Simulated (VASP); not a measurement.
Input of a VASP 6.6.1 run:

INCAR

```
ALGO = Normal ; EDIFF = 1E-7
EDIFFG = -0.08 ; ENCUT = 600
GGA = PE ; IBRION = 2
ISIF = 3 ; ISMEAR = 0
LASPH = True ; LCHARG = False
LREAL = False ; LWAVE = False
NELM = 80 ; NSW = 36
PREC = Accurate ; SIGMA = 0.2
```

The input KPOINTS:

```
k-points
0
Gamma
  4 4 3
```

POSCAR

```
SiC5
1.0
    4.7252105200      0.0000000000      0.0000000000
   -2.3626052600      4.0921523500      0.0000000000
    0.0000000000      0.0000000000      7.0375475800
Si C
2 10
Direct
    0.0000000000      0.0000000000      0.7500000000
    0.0000000000      0.0000000000      0.2500000000
    0.6300000000      0.0000000000      0.7500000000
    0.3333333300      0.6666666700      0.7500000000
    0.6666666700      0.3333333300      0.7500000000
    0.0000000000      0.6300000000      0.7500000000
    0.3700000000      0.3700000000      0.7500000000
    0.6300000000      0.6300000000      0.2500000000
    0.6666666700      0.3333333300      0.2500000000
    0.3333333300      0.6666666700      0.2500000000
    0.0000000000      0.3700000000      0.2500000000
    0.3700000000      0.0000000000      0.2500000000
```

Potentials or basis: VASP PAW PBE potentials, release 64 (Si, C).

Launch:

```console
$ cat potpaw_PBE.64/Si/POTCAR potpaw_PBE.64/C/POTCAR > POTCAR
$ mpirun -np 1 vasp_std > vasp.out
```

Question: What does it give for the band gap on the k mesh?

Answer: Zero (band 24 reaches 4.46 eV, above the bottom of band 25 at 4.44 eV).

Question: Predict the relaxed volume.

Answer: 11.00 Å³/atom.

Question: Estimate the space group after relaxing (to 0.05 Å).

Answer: P6_3/mcm (No. 193).

Question: Predict the relaxed cell.

Answer: a = 4.651 Å, b = 4.651 Å, c = 7.044 Å, α = 90.00°, β = 90.00°, γ = 120.00°.

Step by step:
```tsv
step	energy change (eV)	largest force (eV/Å)	pressure (GPa)	volume (Å³)
1	0.0000	2.0303	-8.51	136.08
2	0.5549	2.1620	21.78	124.47
3	-0.4561	0.4938	1.90	131.22
4	-0.4567	0.4327	2.31	131.06
5	-0.4422	0.5295	-2.74	133.21
6	-0.4787	0.0066	0.05	131.98
```

Caveat: the k points lie up to 0.39 Å⁻¹ apart in the final cell; the relaxation stopped at a loose force limit of 0.08 eV/Å, so its end isn't a converged minimum.
